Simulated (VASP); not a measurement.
**SnS3: relaxation of cell and atoms with PBE**

The system is SnS3.

```
CELL_PARAMETERS angstrom
3.34679 0.00000 0.00000
0.00000 3.34679 0.00000
0.00000 0.00000 6.68235
ATOMIC_POSITIONS crystal
Sn 0.00000 0.00000 0.00000
S 0.50000 0.50000 0.25239
S 0.50000 0.50000 0.74761
S 0.00000 0.00000 0.50000
```

```
Program                : VASP 6.6.1
Task                   : relaxation of cell and atoms
Functional             : PBE
Potentials or basis    : VASP PAW PBE potentials, release 64 (Sn_d, S)
Cutoff                 : 600 eV
k mesh                 : 14 × 14 × 8
Occupations            : gaussian, width 0.1 eV
Spin                   : no spin polarisation
Dipole correction      : no
Further INCAR settings : ALGO = Normal; EDIFF = 1e-06; IBRION = 2; EDIFFG = -0.01; NSW = 100; ISIF = 3
```

* Relaxed volume: 18.76 Å³/atom
* Relaxed cell: a = 3.362 Å, b = 3.362 Å, c = 6.638 Å, α = 90.00°, β = 90.00°, γ = 90.00°
* Space group after relaxing (to 0.05 Å): P4/mmm (No. 123)
* Energy gained by relaxing: 0.7 meV/atom
* Ionic steps: 7
* Pressure after relaxing: 0.0 GPa
* Largest force after relaxing: 0.005 eV/Å
* Band gap on the k mesh: zero (band 16 reaches 8.53 eV, above the bottom of band 17 at 4.76 eV)

Forces in eV/Å, atoms in the order of the input:
```
Sn   0.000  0.000  0.000
S    0.000  0.000 -0.005
S    0.000  0.000  0.005
S    0.000  0.000  0.000
```

Step by step:
| step | energy change (eV) | largest force (eV/Å) | pressure (GPa) | volume (Å³) |
| --- | --- | --- | --- | --- |
| 1 | 0.0000 | 0.0439 | 0.08 | 74.85 |
| 2 | -0.0020 | 0.0424 | -0.01 | 74.95 |
| 3 | -0.0023 | 0.0432 | -0.07 | 75.01 |
| 4 | -0.0025 | 0.0328 | 0.06 | 74.91 |
| 5 | -0.0026 | 0.0237 | 0.16 | 74.83 |
| 6 | -0.0027 | 0.0180 | 0.09 | 74.89 |
| 7 | -0.0029 | 0.0051 | -0.01 | 75.02 |

Final structure:
```cif
data_structure
_symmetry_space_group_name_H-M 'P 1'
_symmetry_Int_Tables_number 1
_cell_length_a 3.3619
_cell_length_b 3.3619
_cell_length_c 6.6379
_cell_angle_alpha 90.000
_cell_angle_beta 90.000
_cell_angle_gamma 90.000
_cell_volume 75.02
loop_
_atom_site_label
_atom_site_type_symbol
_atom_site_fract_x
_atom_site_fract_y
_atom_site_fract_z
_atom_site_occupancy
Sn1 Sn 0.00000 0.00000 0.00000 1
S1 S 0.50000 0.50000 0.25016 1
S2 S 0.50000 0.50000 0.74984 1
S3 S 0.00000 0.00000 0.50000 1
```

Levels at points of the mesh, in eV from the Fermi level:
```tsv
k point	band 13	band 14	band 15	band 16	band 17	band 18	band 19	band 20
(0.00, 0.00, 0.00)	-0.86	-0.86	-0.76	-0.15	0.48	0.48	4.64	4.75
(0.50, 0.00, 0.00)	-0.90	-0.73	-0.42	-0.37	-0.04	0.25	3.66	5.24
(0.50, 0.50, 0.00)	-3.50	-3.50	-2.88	-2.51	-2.51	-0.25	3.60	3.60
(0.00, 0.00, 0.50)	-2.37	-1.77	-1.77	1.26	1.26	1.85	3.37	5.32
(0.50, 0.00, 0.50)	-2.75	-0.68	-0.63	-0.39	0.88	1.67	3.05	4.29
(0.50, 0.50, 0.50)	-5.13	-2.18	-2.10	-1.18	-0.39	-0.39	1.39	1.74
```

Run time: 12 min on 1 thread of Intel(R) Xeon(R) Platinum 8559C (Emerald Rapids), on a shared host, peak memory 0.44 GiB.

Caveat: spin-orbit coupling is left out, which moves the levels of the heavy elements.
